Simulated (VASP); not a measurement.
Crystal: KCl.

```xyz
2
Lattice="-0.0392 3.1056 3.1056 3.1056 -0.0392 3.1056 3.1056 3.1056 -0.0392" Properties=species:S:1:pos:R:3 pbc="T T T"
K     0.0000    0.0000    0.0000
Cl    3.0860    3.0860    3.0860
```

This cell differs from its parent crystal: strain along [111] -1.9%.

Base run:

```yaml
Program: VASP 6.6.1
Functional: PBE
Potentials_or_basis: VASP PAW PBE potentials, release 64 (K_sv, Cl)
Cutoff: 520 eV
k_mesh: 8 × 8 × 8
Occupations: fermi-dirac, width 0.02 eV
Spin: no spin polarisation
```

Its results: band gap on the k mesh 5.23 eV, direct; pressure 1.2 GPa.

Q: The run is repeated on the same cell with these changes: functional from PBE to r2SCAN; occupations from fermi-dirac, width 0.02 eV to gaussian, width 0.01 eV. What comes out?

A: Band gap on the k mesh 5.88 eV, direct; pressure 0.4 GPa.

Caveats: the PAW data sets were made with another functional, which shifts forces and pressure a little (some runs).

A k mesh can miss the band edges.
